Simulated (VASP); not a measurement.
# Tc (Fd-3m) in VASP: further runs

Runs on Tc. Level: r2SCAN. Tasks: single point, relaxation of cell and atoms.

Program: VASP 6.6.1. These are calculated values, not measurements. Logs are shortened: lines on timing, memory, paths and dates and some standing lists are left out, and cuts for length are marked.

### 1 The cell of the first run

It takes space group Fd-3m (No. 227, cubic). The conventional cell has a = 5.502 Å, b = 5.502 Å, c = 5.502 Å, α = 90.00°, β = 90.00°, γ = 90.00°. Within 3.1 Å of Tc (site symmetry -43m) lie 4 Tc at 2.38 Å.

This isn't the form of Tc at room conditions, which is hcp.

### 2 Single point, r2SCAN

Input file POSCAR:

```
Tc
1.0
    0.0000000000      2.7511133731      2.7511133731
    2.7511133731      0.0000000000      2.7511133731
    2.7511133731      2.7511133731      0.0000000000
Tc
2
Direct
    1.0000000000      1.0000000000      1.0000000000
    0.2500000000      0.2500000000      0.2500000000
```

Input file INCAR.step1:

```
PREC = Accurate
ENCUT = 550
ISMEAR = -1
SIGMA = 0.05
LREAL = False
LASPH = True
NELM = 120
NBANDS = 20
GGA = PE
ALGO = Normal
EDIFF = 1E-5
LWAVE = True
LCHARG = False
GGA_COMPAT = False
```

Input file INCAR.step2:

```
PREC = Accurate
ENCUT = 550
EDIFF = 1E-6
ISMEAR = -1
SIGMA = 0.05
LREAL = False
LASPH = True
NELM = 120
ALGO = Normal
ISIF = 2
LWAVE = False
LCHARG = False
METAGGA = R2SCAN
LMIXTAU = True
NBANDS = 20
ISTART = 1
GGA_COMPAT = False
```

Input file KPOINTS:

```
Automatic mesh
0
Gamma
  7 7 7
```

Potentials or basis: VASP PAW PBE potentials, release 64 (Tc_pv).

Started as:

```sh
$ cat potpaw_PBE.64/Tc_pv/POTCAR > POTCAR
$ cp INCAR.step1 INCAR
$ mpirun -np 1 vasp_std > vasp.out
$ cp INCAR.step2 INCAR
$ mpirun -np 1 vasp_std > vasp.out
```

OUTCAR:

```text
PREC = Accurate
   ENCUT = 550
   EDIFF = 1E-6
   ISMEAR = -1
   LREAL = False
   LASPH = True
   NELM = 120
   ISIF = 2
   METAGGA = R2SCAN
   ISTART = 1

 ion  position               nearest neighbor table
   1  0.000  0.000  0.000-   2 2.38   2 2.38   2 2.38   2 2.38
   2  0.250  0.250  0.250-   1 2.38   1 2.38   1 2.38   1 2.38

  LATTYP: Found a face centered cubic cell.
 ALAT       =     5.5022267462

  Lattice vectors:

 A1 = (   0.0000000000,   2.7511133731,   2.7511133731)
 A2 = (   2.7511133731,   0.0000000000,   2.7511133731)
 A3 = (   2.7511133731,   2.7511133731,   0.0000000000)

Analysis of symmetry for initial positions (statically):
=====================================================================
 Subroutine PRICEL returns:
 Original cell was already a primitive cell.

 Routine SETGRP: Setting up the symmetry group for a
 face centered cubic supercell.

 Subroutine GETGRP returns: Found 48 space group operations
 (whereof 24 operations were pure point group operations)
 out of a pool of 48 trial point group operations.

The static configuration has the point symmetry T_d .
 The point group associated with its full space group is O_h .

Analysis of symmetry for dynamics (positions and initial velocities):
=====================================================================
 Subroutine PRICEL returns:
 Original cell was already a primitive cell.

 Routine SETGRP: Setting up the symmetry group for a
 face centered cubic supercell.

 Subroutine GETGRP returns: Found 48 space group operations
 (whereof 24 operations were pure point group operations)
 out of a pool of 48 trial point group operations.

The dynamic configuration has the point symmetry T_d .
 The point group associated with its full space group is O_h .

 Subroutine INISYM returns: Found 48 space group operations
 (whereof 24 operations are pure point group operations),
 and found     1 'primitive' translations

----------------------------------------------------------------------------------------

                                     Primitive cell

  volume of cell :      41.6443

  direct lattice vectors                    reciprocal lattice vectors
     0.000000000  2.751113373  2.751113373    -0.181744600  0.181744600  0.181744600
     2.751113373  0.000000000  2.751113373     0.181744600 -0.181744600  0.181744600
     2.751113373  2.751113373  0.000000000     0.181744600  0.181744600 -0.181744600

  length of vectors
     3.890661844  3.890661844  3.890661844     0.314790881  0.314790881  0.314790881

  position of ions in fractional coordinates (direct lattice)
     0.000000000  0.000000000  0.000000000
     0.250000000  0.250000000  0.250000000

  ion indices of the primitive-cell ions
   primitive index   ion index
                 1           1
                 2           2

----------------------------------------------------------------------------------------

 KPOINTS: Automatic mesh

Automatic generation of k-mesh.
 Grid dimensions read from file:
 generate k-points for:    7    7    7

 Generating k-lattice:

  Cartesian coordinates                     Fractional coordinates (reciprocal lattice)
    -0.025963514  0.025963514  0.025963514     0.142857143  0.000000000  0.000000000
     0.025963514 -0.025963514  0.025963514     0.000000000  0.142857143  0.000000000
     0.025963514  0.025963514 -0.025963514     0.000000000  0.000000000  0.142857143

  Length of vectors
     0.044970126  0.044970126  0.044970126

  Shift w.r.t. Gamma in fractional coordinates (k-lattice)
     0.000000000  0.000000000  0.000000000

 Subroutine IBZKPT returns following result:
 ===========================================

 Found     20 irreducible k-points:

 Following reciprocal coordinates:
            Coordinates               Weight
  0.000000  0.000000  0.000000      1.000000
  0.142857  0.000000  0.000000      8.000000
  0.285714  0.000000  0.000000      8.000000
  0.428571  0.000000  0.000000      8.000000
  0.142857  0.142857  0.000000      6.000000
  0.285714  0.142857  0.000000     24.000000
[... 12 lines left out ...]
 -0.428571  0.428571  0.142857     24.000000
 -0.285714  0.428571  0.142857     24.000000
   k-points           NKPTS =     20   k-points in BZ     NKDIM =     20   number of bands    NBANDS=     20
   number of dos      NEDOS =    301   number of ions     NIONS =      2
   total plane-waves  NPLWV =  27000
   dimension x,y,z NGX =    30 NGY =   30 NGZ =   30
   dimension x,y,z NGXF=    60 NGYF=   60 NGZF=   60
   ions per type =               2
   NGX,Y,Z   is equivalent  to a cutoff of  12.82, 12.82, 12.82 a.u.
   NGXF,Y,Z  is equivalent  to a cutoff of  25.64, 25.64, 25.64 a.u.
 SYSTEM =  unknown system
   PREC   = accura    normal or accurate (medium, high low for compatibility)
   ISTART =      1    job   : 0-new  1-cont  2-samecut
   ICHARG =      0    charge: 1-file 2-atom 10-const
   ISPIN  =      1    spin polarized calculation?
   LNONCOLLINEAR =      F non collinear calculations
   LSORBIT =      F    spin-orbit coupling
   LASPH  =      T    aspherical Exc in radial PAW
   ENCUT  =  550.0 eV  40.42 Ry    6.36 a.u.   7.44  7.44  7.44*2*pi/ulx,y,z
   NELM   =    120;   NELMIN=  2; NELMDL=  0     # of ELM steps
   EDIFF  = 0.1E-05   stopping-criterion for ELM
   LREAL  =      F    real-space projection
   EDIFFG = 0.1E-04   stopping-criterion for IOM
   NSW    =      0    number of steps for IOM
   IBRION =     -1    ionic relax: 0-MD 1-quasi-New 2-CG
   NFREE  =      0    steps in history (QN), initial steepest desc. (CG)
   ISIF   =      2    stress and relaxation
   ISYM   =      2    0-nonsym 1-usesym 2-fastsym
   POTIM  = 0.5000    time-step for ionic-motion
   TEBEG  =    0.0;   TEEND  =   0.0 temperature during run
   PSTRESS=    0.0 pullay stress
   NELECT =      26.0000    total number of electrons
   NUPDOWN=      -1.0000    fix difference up-down
   EMIN   =  10.00;   EMAX   =-10.00  energy-range for DOS
   EFERMI =   0.00;   METHOD = LEGACY
   ISMEAR =    -1;   SIGMA  =   0.05  broadening in eV -4-tet -1-fermi 0-gaus
   EFERMI_NEDOS =   21; number of points for ismear=-14 and -15
   IALGO  =     38    algorithm
   IMIX   =      4    mixing-type and parameters
     AMIX     =   0.40;   BMIX     =  1.00
     AMIX_MAG =   1.60;   BMIX_MAG =  1.00
  volume/ion in A,a.u.               =      20.82       140.51
  Fermi-wavevector in a.u.,A,eV,Ry     =   1.399203  2.644111 26.637073  1.957770
  Thomas-Fermi vector in A             =   2.522286
   LORBIT       =      0    0 simple, 1 ext, 2 COOP (PROOUT), +10 PAW based schemes
   METAGGA = R2SCAN    functional components
   LHFCALC =     F    Hartree Fock is set to
   AEXX    =    0.0000 exact exchange contribution
   IVDW    =     0    specifies the selected vdW correction
   LEPSILON=     F    determine dielectric tensor
   LRPA    =     F    only Hartree local field effects (RPA)
 non-spin polarized calculation
  energy-cutoff  :      550.00
  volume of cell :       41.64
 maximum number of plane-waves:      1243
 NGX is ok and might be reduce to    30
   NGX = 15   NGY = 15   NGZ = 15

 number of electron      25.9999994 magnetization

 Free energy of the ion-electron system (eV)
  ---------------------------------------------------
  ext. energy  EPLUGINS =         0.00000000
  ---------------------------------------------------
  free energy    TOTEN  =       -49.11967359 eV

  energy without entropy =      -49.11451957  energy(sigma->0) =      -49.11709658

 E-fermi :   7.1783     XC(G=0): -12.0573

 val. band max:        7.0397399708   @ k =   0.4286   0.0000   0.0000
 cond. band min:       7.4296143923   @ k =  -0.4286   0.1429   0.0000
 fundamental gap:      0.3898744215
 Fermi energy:         7.1782822144

 k-point     1 :       0.0000    0.0000    0.0000
  band No.  band energies     occupation
      1     -33.0811      2.00000
      2     -33.0811      2.00000
      3     -33.0811      2.00000
      4     -31.9205      2.00000
      5     -31.9205      2.00000
      6     -31.9205      2.00000
[... 12 lines left out ...]
     19      20.6228      0.00000
     20      20.6228      0.00000

 k-point     2 :       0.1429    0.0000    0.0000
  band No.  band energies     occupation
      1     -33.1081      2.00000
      2     -33.1081      2.00000
      3     -33.0782      2.00000
      4     -31.9250      2.00000
      5     -31.8914      2.00000
      6     -31.8914      2.00000
[... 12 lines left out ...]
     19      19.7592      0.00000
     20      20.5581      0.00000

 k-point     3 :       0.2857    0.0000    0.0000
  band No.  band energies     occupation
      1     -33.1645      2.00000
      2     -33.1645      2.00000
      3     -33.0735      2.00000
      4     -31.9332      2.00000
      5     -31.8303      2.00000
      6     -31.8303      2.00000
[... 12 lines left out ...]
     19      18.4131      0.00000
     20      19.7250      0.00000

 k-point     4 :       0.4286    0.0000    0.0000
  band No.  band energies     occupation
      1     -33.2062      2.00000
      2     -33.2062      2.00000
      3     -33.0713      2.00000
      4     -31.9379      2.00000
      5     -31.7849      2.00000
      6     -31.7849      2.00000
[... 12 lines left out ...]
     19      18.0874      0.00000
     20      18.8752      0.00000

 k-point     5 :       0.1429    0.1429    0.0000
  band No.  band energies     occupation
      1     -33.1395      2.00000
      2     -33.1395      2.00000
      3     -33.0251      2.00000
      4     -31.9815      2.00000
      5     -31.8579      2.00000
      6     -31.8579      2.00000
[... 12 lines left out ...]
     19      19.2329      0.00000
     20      19.2329      0.00000
[... 261 lines left out ...]
      6     -31.7026      2.00000
[... 12 lines left out ...]
     19      15.1602      0.00000
     20      17.0667      0.00000

 k-point    18 :      -0.4286    0.2857    0.1429
  band No.  band energies     occupation
      1     -33.3412      2.00000
      2     -33.2698      2.00000
      3     -32.8019      2.00000
      4     -32.2057      2.00000
      5     -31.7175      2.00000
      6     -31.6519      2.00000
[... 12 lines left out ...]
     19      14.7077      0.00000
     20      15.6712      0.00000

 k-point    19 :      -0.4286    0.4286    0.1429
  band No.  band energies     occupation
      1     -33.3474      2.00000
      2     -33.3257      2.00000
      3     -32.6439      2.00000
      4     -32.3717      2.00000
      5     -31.6589      2.00000
      6     -31.6388      2.00000
[... 12 lines left out ...]
     19      12.9636      0.00000
     20      13.3970      0.00000

 k-point    20 :      -0.2857    0.4286    0.1429
  band No.  band energies     occupation
      1     -33.3658      2.00000
      2     -33.3171      2.00000
      3     -32.6309      2.00000
      4     -32.3786      2.00000
      5     -31.6686      2.00000
      6     -31.6248      2.00000
[... 12 lines left out ...]
     19      12.3773      0.00000
     20      13.8191      0.00000

------------------------ aborting loop because EDIFF is reached ----------------------------------------

  FORCE on cell =-STRESS in cart. coord.  units (eV):
  Direction    XX          YY          ZZ          XY          YZ          ZX
  --------------------------------------------------------------------------------------
  -------------------------------------------------------------------------------------
  Total        0.0913838      0.0913838      0.0913838     -0.0000000     -0.0000000      0.0000000
  in kB        3.5158008      3.5158008      3.5158008     -0.0000000     -0.0000000      0.0000000
  external PRESSURE =       3.5158008 kB  Pullay stress =       0.0000000 kB

 VOLUME and BASIS-vectors are now :
 -----------------------------------------------------------------------------
  energy-cutoff  :      550.00
  volume of cell :       41.64
      direct lattice vectors                 reciprocal lattice vectors
     0.000000000  2.751113373  2.751113373    -0.181744600  0.181744600  0.181744600
     2.751113373  0.000000000  2.751113373     0.181744600 -0.181744600  0.181744600
     2.751113373  2.751113373  0.000000000     0.181744600  0.181744600 -0.181744600

 POSITION                                       TOTAL-FORCE (eV/Angst)
 -----------------------------------------------------------------------------------
      0.00000      0.00000      0.00000        -0.000000     -0.000000     -0.000000
      1.37556      1.37556      1.37556         0.000000      0.000000      0.000000
 -----------------------------------------------------------------------------------
    total drift:                                0.000000     -0.000000      0.000000

  FREE ENERGIE OF THE ION-ELECTRON SYSTEM (eV)
  ---------------------------------------------------
  free  energy   TOTEN  =       -49.1196735922 eV

  energy  without entropy=      -49.1145195734  energy(sigma->0) =      -49.11709658
```

Run time: 64 s. Hardware: 1 thread of Intel Xeon Platinum 8259CL at 2.50GHz (Skylake/Cascade Lake), shared host; peak memory 0.17 GiB.

Results:

| Property | Result |
| --- | --- |
| Free energy | -49.1197 eV |
| Pressure | 0.4 GPa |
| Band gap on the k mesh | zero (bands 13 and 14 overlap by 0.91 eV) |

Levels at points of the mesh, in eV from the Fermi level:
```tsv
k point	band 11	band 12	band 13	band 14	band 15	band 16
(0.00, 0.00, 0.00)	-2.38	-2.38	0.65	0.65	0.65	3.54
```

Caveat: the PAW data sets were made with another functional, which shifts forces and pressure a little.

### 3 Relaxation of cell and atoms, r2SCAN

This run uses another cell than the first one, of 18.61 Å³/atom.

Input file POSCAR:

```
Tc
1.0
    0.0000000000      2.6500000000      2.6500000000
    2.6500000000      0.0000000000      2.6500000000
    2.6500000000      2.6500000000      0.0000000000
Tc
2
Direct
    1.0000000000      1.0000000000      1.0000000000
    0.2500000000      0.2500000000      0.2500000000
```

Input file INCAR.step1:

```
SYSTEM = Tc
PREC = Accurate
ENCUT = 550
ISMEAR = -1
SIGMA = 0.05
LREAL = .FALSE.
LASPH = .TRUE.
NELM = 120
GGA = PE
ALGO = Normal
EDIFF = 1E-5
LWAVE = .TRUE.
LCHARG = .FALSE.
GGA_COMPAT = .FALSE.
IBRION = 2
ISIF = 3
EDIFFG = -0.005
NELMIN = 4
NSW = 100
```

Input file INCAR.step2:

```
SYSTEM = Tc
PREC = Accurate
ENCUT = 550
EDIFF = 1E-7
ISMEAR = -1
SIGMA = 0.05
LREAL = .FALSE.
LASPH = .TRUE.
NELM = 120
ALGO = Normal
ISIF = 3
LWAVE = .FALSE.
LCHARG = .FALSE.
METAGGA = R2SCAN
LMIXTAU = .TRUE.
IBRION = 2
NSW = 80
EDIFFG = -0.03
ISTART = 1
GGA_COMPAT = .FALSE.
NELMIN = 4
```

Input file KPOINTS:

```
Automatic mesh
0
G
  7 7 7
  0 0 0
```

Potentials or basis: VASP PAW PBE potentials, release 64 (Tc_pv).

Started as:

```sh
$ cat potpaw_PBE.64/Tc_pv/POTCAR > POTCAR
$ cp INCAR.step1 INCAR
$ mpirun -np 1 vasp_std > vasp.out
$ cp INCAR.step2 INCAR
$ mpirun -np 1 vasp_std > vasp.out
```

Wall time 9.1 min (1 thread of Intel Xeon Platinum 8259CL at 2.50GHz (Skylake/Cascade Lake), shared host); peak memory 0.18 GiB.

The run converged. Its results:

* Free energy: -49.1150 eV
* Relaxed volume: 20.83 Å³/atom
* Relaxed cell: a = 3.891 Å, b = 3.891 Å, c = 3.891 Å, α = 60.00°, β = 60.00°, γ = 60.00°
* Space group after relaxing (to 0.1 Å): Fd-3m (No. 227)
* Energy gained by relaxing: 151.8 meV/atom
* Ionic steps: 5
* Pressure after relaxing: 0.1 GPa
* Band gap on the k mesh: zero (bands 13 and 14 overlap by 0.90 eV)

The path:
```tsv
step	energy change (eV)	largest force (eV/Å)	pressure (GPa)	volume (Å³)
1	0.0000	0.0000	24.02	37.22
2	0.9440	0.0000	-24.79	54.36
3	-0.3011	0.0000	-1.74	42.14
4	-0.3035	0.0000	-0.24	41.75
5	-0.3035	0.0000	0.13	41.66
```

Final structure:
```
Tc
1.0
     0.00000    2.75138    2.75138
     2.75138    0.00000    2.75138
     2.75138    2.75138    0.00000
Tc
2
Direct
  0.00000 0.00000 0.00000
  0.25000 0.25000 0.25000
```

Levels at points of the mesh, in eV from the Fermi level:
```csv
k point,band 11,band 12,band 13,band 14,band 15,band 16
"(0.00, 0.00, 0.00)",-2.38,-2.38,0.65,0.65,0.65,3.54
```

Caveat: the PAW data sets were made with another functional, which shifts forces and pressure a little.

The gap in the log of VASP goes by the Fermi energy; the results here count the filled bands.